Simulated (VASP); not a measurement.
# SiO2 (P4_2/mnm) in VASP: notebook, part 2 of 3

VASP 6.6.1. The steps go on from the part before.

**3. Single point, PBE (volume 7.400 Å^3 an atom, c/a of the conventional cell 0.5978)**

File INCAR:

```
SYSTEM = SiO2
  ALGO = Normal
  EDIFF = 1E-6
  ENCUT = 520
  GGA = PE
  ISIF = 2
  ISMEAR = 0
  LASPH = .TRUE.
  LCHARG = .TRUE.
  LELF = .TRUE.
  LREAL = .FALSE.
  LVHAR = .TRUE.
  LWAVE = .FALSE.
  NBANDS = 25
  NELM = 80
  PREC = Accurate
  SIGMA = 0.05
```

File KPOINTS:

```
k-points
0
G
  6 6 10
  0 0 0
```

File POSCAR:

```
SiO2
1.0
    4.2034803330      0.0000000000      0.0000000000
    0.0000000000      4.2034803330      0.0000000000
    0.0000000000      0.0000000000      2.5128405431
Si O
2 4
Direct
    0.5000000000      0.5000000000      0.5000000000
    0.0000000000      0.0000000000      0.0000000000
    0.6930127928      0.6930127928      0.0000000000
    0.1930127928      0.8069872072      0.5000000000
    0.3069872072      0.3069872072      0.0000000000
    0.8069872072      0.1930127928      0.5000000000
```

Potentials or basis: VASP PAW PBE potentials, release 64 (Si, O).

Started as:

```sh
$ cat potpaw_PBE.64/Si/POTCAR potpaw_PBE.64/O/POTCAR > POTCAR
$ mpirun -np 1 vasp_std > vasp.out
```

OUTCAR:

```text
SYSTEM = SiO2
   EDIFF = 1E-6
   ENCUT = 520
   GGA = PE
   ISIF = 2
   ISMEAR = 0
   LASPH = .TRUE.
   LREAL = .FALSE.
   NELM = 80
   PREC = Accurate

 ion  position               nearest neighbor table
   1  0.500  0.500  0.500-   3 1.70   5 1.70   3 1.70   5 1.70   4 1.82   6 1.82
   2  0.000  0.000  0.000-   4 1.70   6 1.70   4 1.70   6 1.70   5 1.82   3 1.82
   3  0.693  0.693  0.000-   1 1.70   1 1.70   2 1.82
   4  0.193  0.807  0.500-   2 1.70   2 1.70   1 1.82
   5  0.307  0.307  0.000-   1 1.70   1 1.70   2 1.82
   6  0.807  0.193  0.500-   2 1.70   2 1.70   1 1.82

  LATTYP: Found a simple tetragonal cell.
 ALAT       =     4.2034803330
 C/A-ratio  =     0.5978000000

  Lattice vectors:

 A1 = (   4.2034803330,   0.0000000000,   0.0000000000)
 A2 = (   0.0000000000,   4.2034803330,   0.0000000000)
 A3 = (   0.0000000000,   0.0000000000,   2.5128405431)

Analysis of symmetry for initial positions (statically):
=====================================================================
 Subroutine PRICEL returns:
 Original cell was already a primitive cell.

 Routine SETGRP: Setting up the symmetry group for a
 simple tetragonal supercell.

 Subroutine GETGRP returns: Found 16 space group operations
 (whereof  8 operations were pure point group operations)
 out of a pool of 16 trial point group operations.

The static configuration has the point symmetry D_2h.
 The point group associated with its full space group is D_4h.

Analysis of symmetry for dynamics (positions and initial velocities):
=====================================================================
 Subroutine PRICEL returns:
 Original cell was already a primitive cell.

 Routine SETGRP: Setting up the symmetry group for a
 simple tetragonal supercell.

 Subroutine GETGRP returns: Found 16 space group operations
 (whereof  8 operations were pure point group operations)
 out of a pool of 16 trial point group operations.

The dynamic configuration has the point symmetry D_2h.
 The point group associated with its full space group is D_4h.

 Subroutine INISYM returns: Found 16 space group operations
 (whereof  8 operations are pure point group operations),
 and found     1 'primitive' translations

----------------------------------------------------------------------------------------

                                     Primitive cell

  volume of cell :      44.4000

  direct lattice vectors                    reciprocal lattice vectors
     4.203480333  0.000000000  0.000000000     0.237898104  0.000000000  0.000000000
     0.000000000  4.203480333  0.000000000     0.000000000  0.237898104  0.000000000
     0.000000000  0.000000000  2.512840543     0.000000000  0.000000000  0.397956011

  length of vectors
     4.203480333  4.203480333  2.512840543     0.237898104  0.237898104  0.397956011

  position of ions in fractional coordinates (direct lattice)
     0.500000000  0.500000000  0.500000000
     0.000000000  0.000000000  0.000000000
     0.693012793  0.693012793  0.000000000
     0.193012793  0.806987207  0.500000000
     0.306987207  0.306987207  0.000000000
     0.806987207  0.193012793  0.500000000

  ion indices of the primitive-cell ions
[... 26 lines left out ...]
  Shift w.r.t. Gamma in fractional coordinates (k-lattice)
     0.000000000  0.000000000  0.000000000

 Subroutine IBZKPT returns following result:
 ===========================================

 Found     60 irreducible k-points:

 Following reciprocal coordinates:
            Coordinates               Weight
  0.000000  0.000000  0.000000      1.000000
  0.166667  0.000000  0.000000      4.000000
  0.333333  0.000000  0.000000      4.000000
  0.500000  0.000000  0.000000      2.000000
  0.166667  0.166667  0.000000      4.000000
  0.333333  0.166667  0.000000      8.000000
[... 16 lines left out ...]
  0.333333  0.000000  0.200000      8.000000
  0.500000  0.000000  0.200000      4.000000
 [... further k-points ...]
   k-points           NKPTS =     60   k-points in BZ     NKDIM =     60   number of bands    NBANDS=     25
   number of dos      NEDOS =    301   number of ions     NIONS =      6
   total plane-waves  NPLWV =  20480
   dimension x,y,z NGX =    32 NGY =   32 NGZ =   20
   dimension x,y,z NGXF=    64 NGYF=   64 NGZF=   40
   ions per type =               2   4
   NGX,Y,Z   is equivalent  to a cutoff of  12.66, 12.66, 13.23 a.u.
   NGXF,Y,Z  is equivalent  to a cutoff of  25.31, 25.31, 26.46 a.u.
 SYSTEM =  SiO2
   PREC   = accura    normal or accurate (medium, high low for compatibility)
   ISTART =      0    job   : 0-new  1-cont  2-samecut
   ICHARG =      2    charge: 1-file 2-atom 10-const
   ISPIN  =      1    spin polarized calculation?
   LNONCOLLINEAR =      F non collinear calculations
   LSORBIT =      F    spin-orbit coupling
   LASPH  =      T    aspherical Exc in radial PAW
   ENCUT  =  520.0 eV  38.22 Ry    6.18 a.u.   7.82  7.82  4.67*2*pi/ulx,y,z
   NELM   =     80;   NELMIN=  2; NELMDL= -5     # of ELM steps
   EDIFF  = 0.1E-05   stopping-criterion for ELM
   LREAL  =      F    real-space projection
   EDIFFG = 0.1E-04   stopping-criterion for IOM
   NSW    =      0    number of steps for IOM
   IBRION =     -1    ionic relax: 0-MD 1-quasi-New 2-CG
   NFREE  =      0    steps in history (QN), initial steepest desc. (CG)
   ISIF   =      2    stress and relaxation
   ISYM   =      2    0-nonsym 1-usesym 2-fastsym
   POTIM  = 0.5000    time-step for ionic-motion
   TEBEG  =    0.0;   TEEND  =   0.0 temperature during run
   PSTRESS=    0.0 pullay stress
   NELECT =      32.0000    total number of electrons
   NUPDOWN=      -1.0000    fix difference up-down
   EMIN   =  10.00;   EMAX   =-10.00  energy-range for DOS
   EFERMI =   0.00;   METHOD = LEGACY
   ISMEAR =     0;   SIGMA  =   0.05  broadening in eV -4-tet -1-fermi 0-gaus
   EFERMI_NEDOS =   21; number of points for ismear=-14 and -15
   IALGO  =     38    algorithm
   IMIX   =      4    mixing-type and parameters
     AMIX     =   0.40;   BMIX     =  1.00
     AMIX_MAG =   1.60;   BMIX_MAG =  1.00
  volume/ion in A,a.u.               =       7.40        49.94
  Fermi-wavevector in a.u.,A,eV,Ry     =   1.467790  2.773720 29.312481  2.154407
  Thomas-Fermi vector in A             =   2.583365
   LORBIT       =      0    0 simple, 1 ext, 2 COOP (PROOUT), +10 PAW based schemes
   GGA     = PE    functional components
   LHFCALC =     F    Hartree Fock is set to
   AEXX    =    0.0000 exact exchange contribution
   IVDW    =     0    specifies the selected vdW correction
   LEPSILON=     F    determine dielectric tensor
   LRPA    =     F    only Hartree local field effects (RPA)
 non-spin polarized calculation
 Gauss-broadening in eV      SIGMA  =   0.05
  energy-cutoff  :      520.00
  volume of cell :       44.40
 maximum number of plane-waves:      1216
 NGX is ok and might be reduce to    32
   NGX = 15   NGY = 15   NGZ =  9

 number of electron      32.0000007 magnetization

 Free energy of the ion-electron system (eV)
  ---------------------------------------------------
  ext. energy  EPLUGINS =         0.00000000
  ---------------------------------------------------
  free energy    TOTEN  =       -45.68629341 eV

  energy without entropy =      -45.68629341  energy(sigma->0) =      -45.68629341

 E-fermi :   8.9422     XC(G=0): -12.4890

 val. band max:        8.7411462746   @ k =   0.0000   0.0000   0.0000
 cond. band min:      15.4623848178   @ k =   0.0000   0.0000   0.0000
 fundamental gap:      6.7212385432
 Fermi energy:         8.9421753698

 k-point     1 :       0.0000    0.0000    0.0000
  band No.  band energies     occupation
      1     -14.3465      2.00000
      2     -10.5993      2.00000
      3     -10.5993      2.00000
      4     -10.5505      2.00000
      5      -2.3020      2.00000
      6       1.7931      2.00000
[... 661 lines left out ...]
     24      22.4189      0.00000
     25      23.4889      0.00000

 [... further k-points ...]
[... 5 lines left out ...]
  --------------------------------------------------------------------------------------
  -------------------------------------------------------------------------------------
  Total        5.6154302      5.6154302     17.5894765      0.0000000      0.0000000      0.0000000
  in kB      202.6332200    202.6332200    634.7175774      0.0000000      0.0000000      0.0000000
  external PRESSURE =     346.6613391 kB  Pullay stress =       0.0000000 kB

 VOLUME and BASIS-vectors are now :
 -----------------------------------------------------------------------------
  energy-cutoff  :      520.00
  volume of cell :       44.40
      direct lattice vectors                 reciprocal lattice vectors
     4.203480333  0.000000000  0.000000000     0.237898104  0.000000000  0.000000000
     0.000000000  4.203480333  0.000000000     0.000000000  0.237898104  0.000000000
     0.000000000  0.000000000  2.512840543     0.000000000  0.000000000  0.397956011

 POSITION                                       TOTAL-FORCE (eV/Angst)
 -----------------------------------------------------------------------------------
      2.10174      2.10174      1.25642         0.000000      0.000000     -0.000000
      0.00000      0.00000      0.00000         0.000000      0.000000     -0.000000
      2.91307      2.91307      0.00000         0.311733      0.311733      0.000000
      0.81133      3.39215      1.25642         0.311733     -0.311733     -0.000000
      1.29041      1.29041      0.00000        -0.311733     -0.311733     -0.000000
      3.39215      0.81133      1.25642        -0.311733      0.311733     -0.000000
 -----------------------------------------------------------------------------------
    total drift:                                0.000000      0.000000     -0.000000

  FREE ENERGIE OF THE ION-ELECTRON SYSTEM (eV)
  ---------------------------------------------------
  free  energy   TOTEN  =       -45.6862934071 eV

  energy  without entropy=      -45.6862934071  energy(sigma->0) =      -45.68629341
```

Run time: 33 s. Hardware: 1 thread of Intel Xeon Platinum 8488C (Sapphire Rapids), shared host; peak memory 0.18 GiB.

Results:

| Quantity | Value |
| --- | --- |
| Free energy | -45.6863 eV |
| Pressure | 34.7 GPa |
| Largest force | 0.441 eV/Å |
| Band gap on the k mesh | 6.72 eV, direct |

Forces in eV/Å, atoms in the order of the input:
```
Si   0.000  0.000  0.000
Si   0.000  0.000  0.000
O    0.312  0.312  0.000
O    0.312 -0.312  0.000
O   -0.312 -0.312  0.000
O   -0.312  0.312  0.000
```

**4. Single point, PBE (volume 7.400 Å^3 an atom, c/a of the conventional cell 0.7164)**

File INCAR:

```
PREC     = Accurate       # precision mode
ENCUT    = 520            # plane-wave cutoff, eV
EDIFF    = 1E-6           # SCF threshold, eV
ISMEAR   = 0              # smearing method
SIGMA    = 0.05           # smearing width, eV
LREAL    = F              # projectors in reciprocal space
LASPH    = T              # aspherical terms in the spheres
NELM     = 60             # most SCF steps
ALGO     = Normal         # electronic algorithm
ISIF     = 2              # what is computed and relaxed
LWAVE    = F              # write WAVECAR
LCHARG   = F              # write CHGCAR
GGA      = PE             # functional
NBANDS   = 25             # bands
```

File KPOINTS:

```
Automatic mesh
0
Gamma
  6 6 10
```

Changes to POSCAR since step 3:

```diff
@@ -2,5 +2,5 @@
 1.0
-    4.2034803330      0.0000000000      0.0000000000
-    0.0000000000      4.2034803330      0.0000000000
-    0.0000000000      0.0000000000      2.5128405431
+    3.9573925420      0.0000000000      0.0000000000
+    0.0000000000      3.9573925420      0.0000000000
+    0.0000000000      0.0000000000      2.8350760171
 Si O
```

Potentials or basis: VASP PAW PBE potentials, release 64 (Si, O).

Started as:

```sh
$ cat potpaw_PBE.64/Si/POTCAR potpaw_PBE.64/O/POTCAR > POTCAR
$ mpirun -np 1 vasp_std > vasp.out
```

OUTCAR:

```text
PREC = Accurate
   ENCUT = 520
   EDIFF = 1E-6
   ISMEAR = 0
   LREAL = F
   LASPH = T
   NELM = 60
   ISIF = 2
   GGA = PE

 ion  position               nearest neighbor table
   1  0.500  0.500  0.500-   4 1.72   6 1.72   5 1.78   3 1.78   3 1.78   5 1.78   2 3.14   2 3.14
                             2 3.14   2 3.14   2 3.14   2 3.14   2 3.14   2 3.14
   2  0.000  0.000  0.000-   3 1.72   5 1.72   4 1.78   6 1.78   4 1.78   6 1.78   1 3.14   1 3.14
                             1 3.14   1 3.14   1 3.14   1 3.14   1 3.14   1 3.14
   3  0.693  0.693  0.000-   2 1.72   1 1.78   1 1.78
   4  0.193  0.807  0.500-   1 1.72   2 1.78   2 1.78
   5  0.307  0.307  0.000-   2 1.72   1 1.78   1 1.78
   6  0.807  0.193  0.500-   1 1.72   2 1.78   2 1.78

[... 882 lines left out ...]
  Total       11.8532619     11.8532619     -1.7667008      0.0000000      0.0000000      0.0000000
  in kB      427.7258461    427.7258461    -63.7515326      0.0000000      0.0000000      0.0000000
  external PRESSURE =     263.9000532 kB  Pullay stress =       0.0000000 kB

 VOLUME and BASIS-vectors are now :
 -----------------------------------------------------------------------------
  energy-cutoff  :      520.00
  volume of cell :       44.40
      direct lattice vectors                 reciprocal lattice vectors
     3.957392542  0.000000000  0.000000000     0.252691637  0.000000000  0.000000000
     0.000000000  3.957392542  0.000000000     0.000000000  0.252691637  0.000000000
     0.000000000  0.000000000  2.835076017     0.000000000  0.000000000  0.352724228

 POSITION                                       TOTAL-FORCE (eV/Angst)
 -----------------------------------------------------------------------------------
      1.97870      1.97870      1.41754         0.000000      0.000000     -0.000000
      0.00000      0.00000      0.00000         0.000000      0.000000     -0.000000
      2.74252      2.74252      0.00000         0.703577      0.703577     -0.000000
      0.76383      3.19357      1.41754         0.703577     -0.703577     -0.000000
      1.21487      1.21487      0.00000        -0.703577     -0.703577      0.000000
      3.19357      0.76383      1.41754        -0.703577      0.703577     -0.000000
 -----------------------------------------------------------------------------------
    total drift:                               -0.000000      0.000000     -0.000000

  FREE ENERGIE OF THE ION-ELECTRON SYSTEM (eV)
  ---------------------------------------------------
  free  energy   TOTEN  =       -45.4794647113 eV

  energy  without entropy=      -45.4794647113  energy(sigma->0) =      -45.47946471
```

OSZICAR:

```text
N       E                     dE             d eps       ncg     rms          rms(c)
DAV:   1     0.131464969297E+03    0.13146E+03   -0.17606E+04  3032   0.124E+03
DAV:   2    -0.439564906623E+02   -0.17542E+03   -0.16856E+03  3890   0.281E+02
DAV:   3    -0.503687110755E+02   -0.64122E+01   -0.63889E+01  3965   0.508E+01
DAV:   4    -0.504058070426E+02   -0.37096E-01   -0.37084E-01  3471   0.453E+00
DAV:   5    -0.504060776753E+02   -0.27063E-03   -0.27059E-03  3969   0.366E-01    0.183E+01
DAV:   6    -0.454410013090E+02    0.49651E+01   -0.13479E+01  3702   0.250E+01    0.847E+00
DAV:   7    -0.454624774906E+02   -0.21476E-01   -0.77190E-01  3768   0.527E+00    0.302E+00
DAV:   8    -0.454734581852E+02   -0.10981E-01   -0.24672E-02  3698   0.136E+00    0.113E+00
DAV:   9    -0.454792669723E+02   -0.58088E-02   -0.91784E-03  3720   0.813E-01    0.252E-01
DAV:  10    -0.454794819961E+02   -0.21502E-03   -0.40266E-04  3914   0.138E-01    0.403E-02
DAV:  11    -0.454794642820E+02    0.17714E-04   -0.77585E-05  3722   0.628E-02    0.472E-03
DAV:  12    -0.454794647113E+02   -0.42922E-06   -0.25803E-06  3384   0.118E-02
   1 F= -.45479465E+02 E0= -.45479465E+02  d E =-.388173E-21
```

stdout:

```text
POSCAR found type information on POSCAR SiO
 POSCAR found :  2 types and       6 ions
 scaLAPACK will be used
 LDA part: xc-table for (Slater+PW92), standard interpolation
 POSCAR, INCAR and KPOINTS ok, starting setup
 FFT: planning ... GRIDC
 FFT: planning ... GRID_SOFT
 FFT: planning ... GRID
 WAVECAR not read
 entering main loop
```

It took 45 s on 1 thread of Intel Xeon Platinum 8488C (Sapphire Rapids), shared host; peak memory 0.18 GiB.

Results:

```
Free energy            : -45.4795 eV
Pressure               : 26.4 GPa
Largest force          : 0.995 eV/Å
Band gap on the k mesh : 5.40 eV, direct
```

Forces on the atoms (eV/Å):
```
Si   0.000  0.000  0.000
Si   0.000  0.000  0.000
O    0.704  0.704  0.000
O    0.704 -0.704  0.000
O   -0.704 -0.704  0.000
O   -0.704  0.704  0.000
```

Levels at points of the mesh, in eV from the valence-band top:
```tsv
k point	band 12	band 13	band 14	band 15	band 16	band 17	band 18	band 19	band 20	band 21
(0.00, 0.00, 0.00)	-3.60	-2.81	-0.68	-0.68	0.00	5.40	5.94	7.41	7.41	10.62
(0.50, 0.00, 0.00)	-3.88	-2.99	-2.99	-0.96	-0.96	7.35	7.35	8.26	8.26	12.68
(0.50, 0.50, 0.00)	-3.84	-2.98	-2.98	-1.88	-1.88	7.02	7.02	9.53	9.53	14.33
(0.00, 0.00, 0.50)	-4.28	-3.50	-3.50	-2.61	-2.61	10.07	10.07	12.53	12.53	13.16
(0.50, 0.00, 0.50)	-3.99	-1.96	-1.96	-1.63	-1.63	9.73	9.73	11.60	11.60	12.67
(0.50, 0.50, 0.50)	-4.04	-1.40	-1.40	-1.39	-1.39	8.31	8.31	11.84	11.84	12.34
```

**5. Single point, PBE (volume 7.400 Å^3 an atom, c/a of the conventional cell 0.6745)**

File INCAR:

```
PREC = Accurate ; ENCUT = 520
EDIFF = 1E-6 ; ISMEAR = 0
SIGMA = 0.05 ; LREAL = F
LASPH = T ; NELM = 100
ALGO = Normal ; ISIF = 2
LWAVE = F ; LCHARG = F
GGA = PE ; NBANDS = 25
```

KPOINTS is that of step 4.

Changes to POSCAR since step 4:

```diff
@@ -2,5 +2,5 @@
 1.0
-    3.9573925420      0.0000000000      0.0000000000
-    0.0000000000      3.9573925420      0.0000000000
-    0.0000000000      0.0000000000      2.8350760171
+    4.0376965060      0.0000000000      0.0000000000
+    0.0000000000      4.0376965060      0.0000000000
+    0.0000000000      0.0000000000      2.7234262933
 Si O
```

Started as:

```sh
$ cat potpaw_PBE.64/Si/POTCAR potpaw_PBE.64/O/POTCAR > POTCAR
$ mpirun -np 1 vasp_std > vasp.out
```

It took 39 s on 1 thread of Intel Xeon Platinum 8488C (Sapphire Rapids), shared host; peak memory 0.17 GiB.

It converged, with:

```
Free energy            : -45.8825 eV
Pressure               : 27.3 GPa
Largest force          : 0.856 eV/Å
Band gap on the k mesh : 6.06 eV, direct
```

Forces in eV/Å, atoms in the order of the input:
```
Si   0.000  0.000  0.000
Si   0.000  0.000  0.000
O    0.605  0.605  0.000
O    0.605 -0.605  0.000
O   -0.605 -0.605  0.000
O   -0.605  0.605  0.000
```

Stress tensor (GPa, compression positive):
```
34.84  0.00  0.00
 0.00 34.84  0.00
 0.00  0.00 12.26
```

Levels at points of the mesh, in eV from the valence-band top:
```csv
k point,band 13,band 14,band 15,band 16,band 17,band 18,band 19,band 20
"(0.00, 0.00, 0.00)",-2.79,-0.81,-0.81,0.00,6.06,6.25,8.16,8.16
"(0.50, 0.00, 0.00)",-2.98,-2.98,-1.06,-1.06,7.80,7.80,8.83,8.83
"(0.50, 0.50, 0.00)",-2.86,-2.86,-2.21,-2.21,7.45,7.45,9.96,9.96
"(0.00, 0.00, 0.50)",-3.43,-3.43,-2.79,-2.79,9.92,9.92,12.91,12.91
"(0.50, 0.00, 0.50)",-2.23,-2.23,-1.81,-1.81,9.51,9.51,10.95,10.95
"(0.50, 0.50, 0.50)",-1.69,-1.69,-1.58,-1.58,8.08,8.08,11.55,11.55
```

(Continued in part 3 of 3.)
